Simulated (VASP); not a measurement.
Here is a VASP 6.6.1 calculation.

The input INCAR:

```
PREC = Accurate
ENCUT = 520
EDIFF = 1E-6
ISMEAR = -1
SIGMA = 0.08
LREAL = False
LASPH = True
NELM = 80
ALGO = Normal
ISIF = 2
LWAVE = False
LCHARG = True
GGA = PE
LELF = True
LVHAR = True
NBANDS = 20
```

Contents of KPOINTS:

```
Automatic mesh
0
Gamma
  13 13 13
```

The input POSCAR:

```
Tl
1.0
   -3.1472153242      3.1472153242      1.6827670245
    3.1472153242     -3.1472153242      1.6827670245
    3.1472153242      3.1472153242     -1.6827670245
Tl
2
Direct
   -0.3750000000     -0.1250000000     -0.2500000000
    0.3750000000      0.1250000000      0.2500000000
```

Potentials or basis: VASP PAW PBE potentials, release 64 (Tl_d).

Run with:

```bash
$ cat potpaw_PBE.64/Tl_d/POTCAR > POTCAR
$ mpirun -np 1 vasp_std > vasp.out
```

(1) Estimate the pressure.

(2) What does it give for the band gap on the k mesh?

Answers

(1) 0.0 GPa.

(2) zero (bands 13 and 14 overlap by 4.88 eV).

Caveat: spin-orbit coupling is left out, which moves the levels of the heavy elements.
